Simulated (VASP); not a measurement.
# KCl (Pm-3m) in VASP: a series of runs, part 2 of 2

VASP 6.6.1.

## Step 5: Single point, PBE (volume scaled by 0.98)

Input file INCAR:

```
ALGO = Normal ; EDIFF = 1E-6
ENCUT = 520 ; GGA = PE
ISIF = 2 ; ISMEAR = -1
LASPH = True ; LCHARG = False
LREAL = False ; LWAVE = False
NBANDS = 15 ; NELM = 60
PREC = Accurate ; SIGMA = 0.05
```

Input file KPOINTS:

```
k-points
0
Gamma
  7 7 7
```

Input file POSCAR:

```
KCl
1.0
    3.8134288075      0.0000000000      0.0000000000
    0.0000000000      3.8134288075      0.0000000000
    0.0000000000      0.0000000000      3.8134288075
K Cl
1 1
Direct
    0.0000000000      0.0000000000      0.0000000000
    0.5000000000      0.5000000000      0.5000000000
```

Potentials or basis: VASP PAW PBE potentials, release 64 (K_sv, Cl).

Started as:

```sh
> cat potpaw_PBE.64/K_sv/POTCAR potpaw_PBE.64/Cl/POTCAR > POTCAR
> mpirun -np 1 vasp_std > vasp.out
```

OUTCAR:

```text
EDIFF = 1E-6
   ENCUT = 520
   GGA = PE
   ISIF = 2
   ISMEAR = -1
   LASPH = True
   LREAL = False
   NELM = 60
   PREC = Accurate

 ion  position               nearest neighbor table
   1  0.000  0.000  0.000-
   2  0.500  0.500  0.500-

  LATTYP: Found a simple cubic cell.
 ALAT       =     3.8134288075

  Lattice vectors:

 A1 = (   3.8134288075,   0.0000000000,   0.0000000000)
 A2 = (   0.0000000000,   3.8134288075,   0.0000000000)
 A3 = (   0.0000000000,   0.0000000000,   3.8134288075)

Analysis of symmetry for initial positions (statically):
=====================================================================
 Subroutine PRICEL returns:
 Original cell was already a primitive cell.

 Routine SETGRP: Setting up the symmetry group for a
 simple cubic supercell.

 Subroutine GETGRP returns: Found 48 space group operations
 (whereof 48 operations were pure point group operations)
 out of a pool of 48 trial point group operations.

The static configuration has the point symmetry O_h .
[... 164 lines left out ...]
      1     -28.7612      2.00000
      2     -13.3379      2.00000
      3     -12.1438      2.00000
      4     -12.1438      2.00000
      5     -12.1438      2.00000
      6      -0.9404      2.00000
      7      -0.9404      2.00000
      8      -0.9404      2.00000
      9       4.1484      0.00000
     10       5.8193      0.00000
     11       5.8193      0.00000
     12       9.9616      0.00000
     13       9.9616      0.00000
     14       9.9616      0.00000
[... 329 lines left out ...]
      2     -12.9443      2.00000
      3     -12.3143      2.00000
      4     -12.3143      2.00000
      5     -12.3134      2.00000
      6      -2.0326      2.00000
      7      -2.0326      2.00000
      8      -1.9964      2.00000
      9       7.7290      0.00000
     10       8.0409      0.00000
     11       8.0409      0.00000
     12       9.1497      0.00000
     13       9.2653      0.00000
     14       9.2653      0.00000
     15      11.7223      0.00000

------------------------ aborting loop because EDIFF is reached ----------------------------------------

  FORCE on cell =-STRESS in cart. coord.  units (eV):
  Direction    XX          YY          ZZ          XY          YZ          ZX
  --------------------------------------------------------------------------------------
  -------------------------------------------------------------------------------------
  Total        0.1211297      0.1211297      0.1211297     -0.0000000     -0.0000000      0.0000000
  in kB        3.4995654      3.4995654      3.4995654     -0.0000000     -0.0000000      0.0000000
  external PRESSURE =       3.4995654 kB  Pullay stress =       0.0000000 kB

 VOLUME and BASIS-vectors are now :
 -----------------------------------------------------------------------------
  energy-cutoff  :      520.00
  volume of cell :       55.46
      direct lattice vectors                 reciprocal lattice vectors
     3.813428807  0.000000000  0.000000000     0.262231197  0.000000000  0.000000000
     0.000000000  3.813428807  0.000000000     0.000000000  0.262231197  0.000000000
     0.000000000  0.000000000  3.813428807     0.000000000  0.000000000  0.262231197

 POSITION                                       TOTAL-FORCE (eV/Angst)
 -----------------------------------------------------------------------------------
      0.00000      0.00000      0.00000         0.000000      0.000000      0.000000
      1.90671      1.90671      1.90671         0.000000      0.000000      0.000000
 -----------------------------------------------------------------------------------
    total drift:                               -0.000000      0.000000      0.000000

  FREE ENERGIE OF THE ION-ELECTRON SYSTEM (eV)
  ---------------------------------------------------
  free  energy   TOTEN  =        -6.6538816192 eV

  energy  without entropy=       -6.6538816192  energy(sigma->0) =       -6.65388162
```

stdout:

```text
POSCAR found type information on POSCAR K Cl
 POSCAR found :  2 types and       2 ions
 scaLAPACK will be used
 LDA part: xc-table for (Slater+PW92), standard interpolation
 POSCAR, INCAR and KPOINTS ok, starting setup
 FFT: planning ... GRIDC
 FFT: planning ... GRID_SOFT
 FFT: planning ... GRID
 WAVECAR not read
 entering main loop
```

Run time: 11 s. Hardware: 1 thread of AMD EPYC 7R13 (Zen 3), shared host; peak memory 0.13 GiB.

What came out:

* Free energy: -6.6539 eV
* Pressure: 0.3 GPa
* Band gap on the k mesh: 4.90 eV, indirect (least direct gap 5.09 eV)

Levels at points of the mesh, in eV from the valence-band top:
```
           k point  band 4  band 5  band 6  band 7  band 8  band 9  band 10  band 11  band 12  band 13
(0.00, 0.00, 0.00)  -11.39  -11.39   -0.18   -0.18   -0.18    4.90     6.58     6.58    10.72    10.72
```

 A k mesh can miss the band edges.

## Step 6: Single point, PBE

Input file INCAR:

```
SYSTEM = KCl
ALGO = Normal
EDIFF = 1E-7
ENCUT = 520
GGA = PE
ISIF = 2
ISMEAR = -1
LASPH = .TRUE.
LCHARG = .TRUE.
LELF = .TRUE.
LREAL = .FALSE.
LVHAR = .TRUE.
LWAVE = .FALSE.
NBANDS = 15
NELM = 80
PREC = Accurate
SIGMA = 0.05
```

Input file KPOINTS:

```
k-points
0
G
  7 7 7
  0 0 0
```

Input file POSCAR:

```
KCl
1.0
    3.8391960000      0.0000000000      0.0000000000
    0.0000000000      3.8391960000      0.0000000000
    0.0000000000      0.0000000000      3.8391960000
K Cl
1 1
Direct
    0.0000000000      0.0000000000      0.0000000000
    0.5000000000      0.5000000000      0.5000000000
```

Potentials or basis: VASP PAW PBE potentials, release 64 (K_sv, Cl).

Started as:

```sh
> cat potpaw_PBE.64/K_sv/POTCAR potpaw_PBE.64/Cl/POTCAR > POTCAR
> mpirun -np 1 vasp_std > vasp.out
```

It took 14 s on 1 thread of AMD EPYC 7R13 (Zen 3), shared host; peak memory 0.14 GiB.

The run converged. Its results:

| Property | Result |
| --- | --- |
| Free energy | -6.6553 eV |
| Pressure | 0.0 GPa |
| Band gap on the k mesh | 4.82 eV, indirect (least direct gap 5.00 eV) |

Levels at points of the mesh, in eV from the valence-band top:
| k point | band 4 | band 5 | band 6 | band 7 | band 8 | band 9 | band 10 | band 11 | band 12 | band 13 |
| --- | --- | --- | --- | --- | --- | --- | --- | --- | --- | --- |
| (0.00, 0.00, 0.00) | -11.43 | -11.43 | -0.18 | -0.18 | -0.18 | 4.82 | 6.59 | 6.59 | 10.66 | 10.66 |

## Step 7: The runs side by side

| cell | k mesh | gap on the mesh (eV) | pressure (GPa) |
| --- | --- | --- | --- |
| a = 3.839 Å, 2 atoms | 6 × 6 × 6 | 4.80 | 0.0 |
| a = 3.761 Å, 2 atoms | 7 × 7 × 7 | 5.09 | 1.3 |
| a = 3.787 Å, 2 atoms | 7 × 7 × 7 | 4.99 | 0.8 |
| a = 3.813 Å, 2 atoms | 7 × 7 × 7 | 4.90 | 0.3 |
| a = 3.839 Å, 2 atoms | 7 × 7 × 7 | 4.82 | 0.0 |

Alike in all rows: task single point; level PBE; potentials or basis VASP PAW PBE potentials, release 64 (K_sv, Cl); no spin polarisation; cutoff (eV) 520; smearing fermi-dirac 0.05 eV.

Absolute energies hang on the potentials; compare differences alone.
